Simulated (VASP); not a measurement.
# InAs (I-4m2) in VASP: a series of runs

The runs below take InAs through single point, with PBE.

All numbers are computed with VASP 6.6.1; they aren't measurements. Logs are shortened: lines on timing, memory, paths and dates and some standing lists are left out, and cuts for length are marked.

## Step 1: The cell of the first run

Symmetry: I-4m2, No. 119, tetragonal system. The conventional cell has a = 4.435 Å, b = 4.435 Å, c = 6.021 Å, α = 90.00°, β = 90.00°, γ = 90.00°. In (site symmetry -4m2) has 4 As at 2.68 Å within 3.5 Å. As (site symmetry -4m2) has 4 In at 2.68 Å within 3.5 Å.

## Step 2: Single point, PBE

INCAR

```
ALGO = Normal ; EDIFF = 1E-6
ENCUT = 520 ; GGA = PE
ISIF = 2 ; ISMEAR = 0
LASPH = True ; LCHARG = True
LELF = True ; LREAL = False
LVHAR = True ; LWAVE = False
NBANDS = 16 ; NELM = 80
PREC = Accurate ; SIGMA = 0.15
```

KPOINTS

```
k-points
0
Gamma
  18 18 18
```

POSCAR

```
InAs
1.0
    0.0000000000      3.1357599902      3.0103295906
    3.1357599902      0.0000000000      3.0103295906
    3.1357599902      3.1357599902      0.0000000000
In As
1 1
Direct
    0.0000000000      0.0000000000      0.0000000000
    0.7500000000      0.7500000000      0.7500000000
```

Potentials or basis: VASP PAW PBE potentials, release 64 (In_d, As).

The run is started by

```console
$ cat potpaw_PBE.64/In_d/POTCAR potpaw_PBE.64/As/POTCAR > POTCAR
$ mpirun -np 1 vasp_std > vasp.out
```

OUTCAR:

```text
EDIFF = 1E-6
   ENCUT = 520
   GGA = PE
   ISIF = 2
   ISMEAR = 0
   LASPH = True
   LREAL = False
   NELM = 80
   PREC = Accurate

 ion  position               nearest neighbor table
   1  0.000  0.000  0.000-   2 2.68   2 2.68   2 2.68   2 2.68
   2  0.750  0.750  0.750-   1 2.68   1 2.68   1 2.68   1 2.68

  LATTYP: Found a body centered tetragonal cell.
 ALAT       =     4.4346343065
 C/A-ratio  =     1.3576450199

  Lattice vectors:

 A1 = (   0.0000000000,  -3.1357599902,  -3.0103295906)
 A2 = (   0.0000000000,   3.1357599902,  -3.0103295906)
 A3 = (   3.1357599902,   0.0000000000,   3.0103295906)

Analysis of symmetry for initial positions (statically):
=====================================================================
 Subroutine PRICEL returns:
 Original cell was already a primitive cell.

 Routine SETGRP: Setting up the symmetry group for a
 body centered tetragonal supercell.

 Subroutine GETGRP returns: Found  8 space group operations
 (whereof  8 operations were pure point group operations)
 out of a pool of 16 trial point group operations.

The static configuration has the point symmetry D_2d.

Analysis of symmetry for dynamics (positions and initial velocities):
=====================================================================
 Subroutine PRICEL returns:
 Original cell was already a primitive cell.

 Routine SETGRP: Setting up the symmetry group for a
 body centered tetragonal supercell.

 Subroutine GETGRP returns: Found  8 space group operations
 (whereof  8 operations were pure point group operations)
 out of a pool of 16 trial point group operations.

The dynamic configuration has the point symmetry D_2d.

 Subroutine INISYM returns: Found  8 space group operations
 (whereof  8 operations are pure point group operations),
 and found     1 'primitive' translations

----------------------------------------------------------------------------------------

                                     Primitive cell

  volume of cell :      59.2011

  direct lattice vectors                    reciprocal lattice vectors
     0.000000000  3.135759990  3.010329591    -0.159450979  0.159450979  0.166094770
     3.135759990  0.000000000  3.010329591     0.159450979 -0.159450979  0.166094770
     3.135759990  3.135759990  0.000000000     0.159450979  0.159450979 -0.166094770

  length of vectors
     4.346846554  4.346846554  4.434634306     0.280065531  0.280065531  0.280065531

  position of ions in fractional coordinates (direct lattice)
     0.000000000  0.000000000  0.000000000
     0.750000000  0.750000000  0.750000000

  ion indices of the primitive-cell ions
   primitive index   ion index
                 1           1
                 2           2

----------------------------------------------------------------------------------------

 KPOINTS: k-points

Automatic generation of k-mesh.
 Grid dimensions read from file:
 generate k-points for:   18   18   18

 Generating k-lattice:

  Cartesian coordinates                     Fractional coordinates (reciprocal lattice)
    -0.008858388  0.008858388  0.009227487     0.055555556  0.000000000  0.000000000
     0.008858388 -0.008858388  0.009227487     0.000000000  0.055555556  0.000000000
     0.008858388  0.008858388 -0.009227487     0.000000000  0.000000000  0.055555556

  Length of vectors
     0.015559196  0.015559196  0.015559196

  Shift w.r.t. Gamma in fractional coordinates (k-lattice)
     0.000000000  0.000000000  0.000000000

 Subroutine IBZKPT returns following result:
 ===========================================

 Found    480 irreducible k-points:

 Following reciprocal coordinates:
            Coordinates               Weight
  0.000000  0.000000  0.000000      1.000000
  0.055556  0.000000  0.000000      8.000000
  0.111111  0.000000  0.000000      8.000000
  0.166667  0.000000  0.000000      8.000000
  0.222222  0.000000  0.000000      8.000000
  0.277778  0.000000  0.000000      8.000000
[... 16 lines left out ...]
 -0.277778  0.055556  0.000000      8.000000
 -0.222222  0.055556  0.000000      8.000000
 [... further k-points ...]
   k-points           NKPTS =    480   k-points in BZ     NKDIM =    480   number of bands    NBANDS=     16
   number of dos      NEDOS =    301   number of ions     NIONS =      2
   total plane-waves  NPLWV =  36864
   dimension x,y,z NGX =    32 NGY =   32 NGZ =   36
   dimension x,y,z NGXF=    64 NGYF=   64 NGZF=   72
   ions per type =               1   1
   NGX,Y,Z   is equivalent  to a cutoff of  12.24, 12.24, 13.50 a.u.
   NGXF,Y,Z  is equivalent  to a cutoff of  24.48, 24.48, 26.99 a.u.
 SYSTEM =  unknown system
   PREC   = accura    normal or accurate (medium, high low for compatibility)
   ISTART =      0    job   : 0-new  1-cont  2-samecut
   ICHARG =      2    charge: 1-file 2-atom 10-const
   ISPIN  =      1    spin polarized calculation?
   LNONCOLLINEAR =      F non collinear calculations
   LSORBIT =      F    spin-orbit coupling
   LASPH  =      T    aspherical Exc in radial PAW
   ENCUT  =  520.0 eV  38.22 Ry    6.18 a.u.   8.08  8.08  8.25*2*pi/ulx,y,z
   NELM   =     80;   NELMIN=  2; NELMDL= -5     # of ELM steps
   EDIFF  = 0.1E-05   stopping-criterion for ELM
   LREAL  =      F    real-space projection
   EDIFFG = 0.1E-04   stopping-criterion for IOM
   NSW    =      0    number of steps for IOM
   IBRION =     -1    ionic relax: 0-MD 1-quasi-New 2-CG
   NFREE  =      0    steps in history (QN), initial steepest desc. (CG)
   ISIF   =      2    stress and relaxation
   ISYM   =      2    0-nonsym 1-usesym 2-fastsym
   POTIM  = 0.5000    time-step for ionic-motion
   TEBEG  =    0.0;   TEEND  =   0.0 temperature during run
   PSTRESS=    0.0 pullay stress
   NELECT =      18.0000    total number of electrons
   NUPDOWN=      -1.0000    fix difference up-down
   EMIN   =  10.00;   EMAX   =-10.00  energy-range for DOS
   EFERMI =   0.00;   METHOD = LEGACY
   ISMEAR =     0;   SIGMA  =   0.15  broadening in eV -4-tet -1-fermi 0-gaus
   EFERMI_NEDOS =   21; number of points for ismear=-14 and -15
   IALGO  =     38    algorithm
   IMIX   =      4    mixing-type and parameters
     AMIX     =   0.40;   BMIX     =  1.00
     AMIX_MAG =   1.60;   BMIX_MAG =  1.00
  volume/ion in A,a.u.               =      29.60       199.75
  Fermi-wavevector in a.u.,A,eV,Ry     =   1.100836  2.080278 16.488069  1.211839
  Thomas-Fermi vector in A             =   2.237253
   LORBIT       =      0    0 simple, 1 ext, 2 COOP (PROOUT), +10 PAW based schemes
   GGA     = PE    functional components
   LHFCALC =     F    Hartree Fock is set to
   AEXX    =    0.0000 exact exchange contribution
   IVDW    =     0    specifies the selected vdW correction
   LEPSILON=     F    determine dielectric tensor
   LRPA    =     F    only Hartree local field effects (RPA)
 non-spin polarized calculation
 Gauss-broadening in eV      SIGMA  =   0.15
  energy-cutoff  :      520.00
  volume of cell :       59.20
 maximum number of plane-waves:      1619
   NGX = 17   NGY = 17   NGZ = 17

 number of electron      18.0000004 magnetization

 Free energy of the ion-electron system (eV)
  ---------------------------------------------------
  ext. energy  EPLUGINS =         0.00000000
  ---------------------------------------------------
  free energy    TOTEN  =        -7.71352288 eV

  energy without entropy =       -7.71340905  energy(sigma->0) =       -7.71346596

 E-fermi :   4.0322     XC(G=0):  -8.7980

 val. band max:        3.9547605076   @ k =   0.0000   0.0000   0.0000
 cond. band min:       4.2384182233   @ k =   0.0556   0.0000   0.0000
 fundamental gap:      0.2836577156
 Fermi energy:         4.0321988689

 k-point     1 :       0.0000    0.0000    0.0000
  band No.  band energies     occupation
      1     -10.4322      2.00000
      2     -10.4322      2.00000
      3     -10.4186      2.00000
      4     -10.3329      2.00000
      5     -10.3246      2.00000
      6      -7.5981      2.00000
[... 8 lines left out ...]
     15      13.0220      0.00000
     16      13.6069      0.00000

 k-point     2 :       0.0556    0.0000    0.0000
  band No.  band energies     occupation
      1     -10.4340      2.00000
      2     -10.4313      2.00000
      3     -10.4189      2.00000
      4     -10.3330      2.00000
      5     -10.3245      2.00000
      6      -7.5696      2.00000
[... 8 lines left out ...]
     15      12.7604      0.00000
     16      13.2162      0.00000

 k-point     3 :       0.1111    0.0000    0.0000
  band No.  band energies     occupation
      1     -10.4409      2.00000
      2     -10.4285      2.00000
      3     -10.4181      2.00000
      4     -10.3332      2.00000
      5     -10.3243      2.00000
      6      -7.4855      2.00000
[... 8 lines left out ...]
     15      12.3998      0.00000
     16      12.7884      0.00000

 k-point     4 :       0.1667    0.0000    0.0000
  band No.  band energies     occupation
      1     -10.4529      2.00000
      2     -10.4244      2.00000
      3     -10.4151      2.00000
      4     -10.3333      2.00000
      5     -10.3238      2.00000
      6      -7.3501      2.00000
[... 8 lines left out ...]
     15      12.1737      0.00000
     16      12.5919      0.00000
[... 324 lines left out ...]
 k-point    22 :      -0.3333    0.0556    0.0000
  band No.  band energies     occupation
      1     -10.5041      2.00000
      2     -10.4103      2.00000
      3     -10.4008      2.00000
      4     -10.3298      2.00000
      5     -10.3204      2.00000
      6      -6.6540      2.00000
[... 8 lines left out ...]
     15      12.5514      0.00000
     16      13.4684      0.00000

 k-point    23 :      -0.2778    0.0556    0.0000
  band No.  band energies     occupation
      1     -10.4911      2.00000
      2     -10.4140      2.00000
      3     -10.4031      2.00000
      4     -10.3306      2.00000
      5     -10.3226      2.00000
      6      -6.8724      2.00000
[... 8 lines left out ...]
     15      12.0754      0.00000
     16      13.1710      0.00000

 k-point    24 :      -0.2222    0.0556    0.0000
  band No.  band energies     occupation
      1     -10.4764      2.00000
      2     -10.4185      2.00000
      3     -10.4062      2.00000
      4     -10.3313      2.00000
      5     -10.3242      2.00000
      6      -7.0870      2.00000
[... 8 lines left out ...]
     15      12.0398      0.00000
     16      13.0746      0.00000

 [... further k-points ...]
[... 5 lines left out ...]
  --------------------------------------------------------------------------------------
  -------------------------------------------------------------------------------------
  Total       -0.1529694     -0.1529694      0.3122620      0.0000000      0.0000000      0.0000000
  in kB       -4.1398578     -4.1398578      8.4508423      0.0000000      0.0000000      0.0000000
  external PRESSURE =       0.0570422 kB  Pullay stress =       0.0000000 kB

 VOLUME and BASIS-vectors are now :
 -----------------------------------------------------------------------------
  energy-cutoff  :      520.00
  volume of cell :       59.20
      direct lattice vectors                 reciprocal lattice vectors
     0.000000000  3.135759990  3.010329591    -0.159450979  0.159450979  0.166094770
     3.135759990  0.000000000  3.010329591     0.159450979 -0.159450979  0.166094770
     3.135759990  3.135759990  0.000000000     0.159450979  0.159450979 -0.166094770

 POSITION                                       TOTAL-FORCE (eV/Angst)
 -----------------------------------------------------------------------------------
      0.00000      0.00000      0.00000         0.000000     -0.000000     -0.000000
      4.70364      4.70364      4.51549         0.000000      0.000000      0.000000
 -----------------------------------------------------------------------------------
    total drift:                                0.000003      0.000003     -0.000004

  FREE ENERGIE OF THE ION-ELECTRON SYSTEM (eV)
  ---------------------------------------------------
  free  energy   TOTEN  =        -7.7135228757 eV

  energy  without entropy=       -7.7134090504  energy(sigma->0) =       -7.71346596
```

It took 2.3 min on 1 thread of Intel Xeon 6975P-C (Granite Rapids), shared host; peak memory 0.56 GiB.

What came out:

```yaml
Free_energy: -7.7135 eV
Pressure: 0.0 GPa
Band_gap_on_the_k_mesh: 0.10 eV (least direct gap 0.17 eV)
```

Stress tensor (GPa, compression positive):
```
-0.41  0.00  0.00
 0.00 -0.41  0.00
 0.00  0.00  0.85
```

Levels at points of the mesh, in eV from the valence-band top:
```
           k point  band 6  band 7  band 8  band 9  band 10  band 11  band 12  band 13
(0.00, 0.00, 0.00)  -11.45   -0.57   -0.07   -0.07     0.10     3.81     3.90     3.90
(0.50, 0.00, 0.00)  -10.19   -5.44   -1.03   -0.78     0.78     4.51     4.76     6.75
(0.50, 0.50, 0.00)   -9.65   -5.42   -2.25   -2.25     1.53     1.80     8.79     8.79
(0.50, 0.00, 0.50)   -9.75   -5.63   -2.05   -2.03     1.70     2.14     8.57     8.61
```

Caveat: the smearing spreads over this small gap; semilocal functionals underestimate gaps, and a narrow one can read as zero; spin-orbit coupling is left out, which moves the levels of the heavy elements. A k mesh can miss the band edges.

## Step 3: Single point, PBE

This run uses another cell than the first one, of the same volume but with other edges.

INCAR

```
SYSTEM = InAs
ALGO = Normal
EDIFF = 1E-6
ENCUT = 520
GGA = PE
ISIF = 2
ISMEAR = 0
LASPH = .TRUE.
LCHARG = .FALSE.
LREAL = .FALSE.
LWAVE = .FALSE.
NBANDS = 16
NELM = 100
PREC = Accurate
SIGMA = 0.15
```

KPOINTS

```
k-points
0
G
  18 18 18
  0 0 0
```

POSCAR

```
InAs
1.0
    0.0000000000      3.2655794194      2.7757425065
    3.2655794194      0.0000000000      2.7757425065
    3.2655794194      3.2655794194      0.0000000000
In As
1 1
Direct
    0.0000000000      0.0000000000      0.0000000000
    0.7500000000      0.7500000000      0.7500000000
```

Potentials or basis: VASP PAW PBE potentials, release 64 (In_d, As).

The run is started by

```console
$ cat potpaw_PBE.64/In_d/POTCAR potpaw_PBE.64/As/POTCAR > POTCAR
$ mpirun -np 1 vasp_std > vasp.out
```

Wall time 1.9 min (1 thread of Intel Xeon 6975P-C (Granite Rapids), shared host); peak memory 0.56 GiB.

Results (log left out):

```
Free energy            : -7.6325 eV
Pressure               : -0.4 GPa
Band gap on the k mesh : 0.10 eV (least direct gap 0.11 eV)
```

Stress tensor (GPa, compression positive):
```
-1.70  0.00  0.00
 0.00 -1.70  0.00
 0.00  0.00  2.20
```

Levels at points of the mesh, in eV from the valence-band top:
| k point | band 5 | band 6 | band 7 | band 8 | band 9 | band 10 | band 11 | band 12 | band 13 | band 14 |
| --- | --- | --- | --- | --- | --- | --- | --- | --- | --- | --- |
| (0.00, 0.00, 0.00) | -14.44 | -11.66 | -0.93 | -0.48 | -0.48 | 0.10 | 3.53 | 3.85 | 3.85 | 7.01 |
| (0.50, 0.00, 0.00) | -14.42 | -10.40 | -5.65 | -1.57 | -0.73 | 0.32 | 3.94 | 5.03 | 6.66 | 8.12 |
| (0.50, 0.50, 0.00) | -14.40 | -9.70 | -5.22 | -2.85 | -2.85 | 0.91 | 1.05 | 8.49 | 8.49 | 9.14 |
| (0.50, 0.00, 0.50) | -14.43 | -10.08 | -6.04 | -2.04 | -1.96 | 1.65 | 2.26 | 7.45 | 7.80 | 8.25 |

Caveat: semilocal functionals underestimate gaps, and a narrow one can read as zero; spin-orbit coupling is left out, which moves the levels of the heavy elements.

The gap in the log of VASP goes by the Fermi energy; the results here count the filled bands.